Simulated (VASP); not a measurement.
# HfSi2: single point with PBE

The system is HfSi2.

```
CELL_PARAMETERS angstrom
3.71936 0.00000 0.00000
0.00000 14.73792 0.00000
0.00000 0.00000 3.63683
ATOMIC_POSITIONS crystal
Hf 0.00000 0.10596 0.25000
Hf 0.50000 0.39404 0.75000
Hf 0.50000 0.60596 0.25000
Hf 0.00000 0.89404 0.75000
Si 0.00000 0.44589 0.25000
Si 0.50000 0.05411 0.75000
Si 0.50000 0.24928 0.25000
Si 0.00000 0.25072 0.75000
Si 0.50000 0.94589 0.25000
Si 0.00000 0.55411 0.75000
Si 0.00000 0.74928 0.25000
Si 0.50000 0.75072 0.75000
```

This cell differs from its parent crystal: biaxial strain in the a-b plane: +1.0 %, then relaxed in part.

- Program: VASP 6.6.1
- Task: single point
- Functional: PBE
- Potentials or basis: VASP PAW PBE potentials, release 64 (Hf_pv, Si)
- Cutoff: 500 eV
- k mesh: 10 × 4 × 10
- Occupations: gaussian, width 0.1 eV
- Spin: no spin polarisation
- Dipole correction: no
- Further INCAR settings: ALGO = Normal; EDIFF = 1e-06; NBANDS = 48

- Pressure: -1.6 GPa
- Largest force: 0.019 eV/Å
- Band gap on the k mesh: zero (bands 36 and 37 overlap by 0.85 eV)

Forces in eV/Å, atoms in the order of the input:
```
Hf   0.000 -0.002  0.000
Hf   0.000  0.002  0.000
Hf   0.000 -0.002  0.000
Hf   0.000  0.002  0.000
Si   0.000  0.019  0.000
Si   0.000 -0.019  0.000
Si   0.000  0.000  0.000
Si   0.000  0.000  0.000
Si   0.000  0.019  0.000
Si   0.000 -0.019  0.000
Si   0.000  0.000  0.000
Si   0.000  0.000  0.000
```

Stress tensor (GPa, compression positive):
```
-2.55  0.00  0.00
 0.00 -1.98  0.00
 0.00  0.00 -0.12
```

Levels at points of the mesh, in eV from the Fermi level:
```csv
k point,band 34,band 35,band 36,band 37,band 38,band 39
"(0.00, 0.00, 0.00)",-1.59,-0.11,0.27,1.24,1.27,1.29
"(0.50, 0.00, 0.00)",-0.95,-0.75,-0.75,0.12,0.12,0.92
"(0.00, 0.50, 0.00)",-1.76,-0.12,-0.12,1.31,1.31,1.58
"(0.50, 0.50, 0.00)",-0.84,-0.40,-0.40,-0.31,-0.31,0.80
"(0.00, 0.00, 0.50)",-0.98,-0.16,-0.16,-0.06,-0.06,-0.02
"(0.50, 0.00, 0.50)",-2.36,-2.36,-2.36,1.64,1.64,1.64
"(0.00, 0.50, 0.50)",-0.62,-0.62,-0.62,-0.06,-0.06,-0.06
"(0.50, 0.50, 0.50)",-2.37,-2.37,-2.37,1.80,1.80,1.80
```

It took 18 min on 1 thread of AMD EPYC 7R43 64-Core Processor (Zen 3) (shared host), peak memory 0.74 GiB.

Caveat: the cell differs from its parent crystal (biaxial strain in the a-b plane: +1.0 %, then relaxed in part); spin-orbit coupling is left out, which moves the levels of the heavy elements.
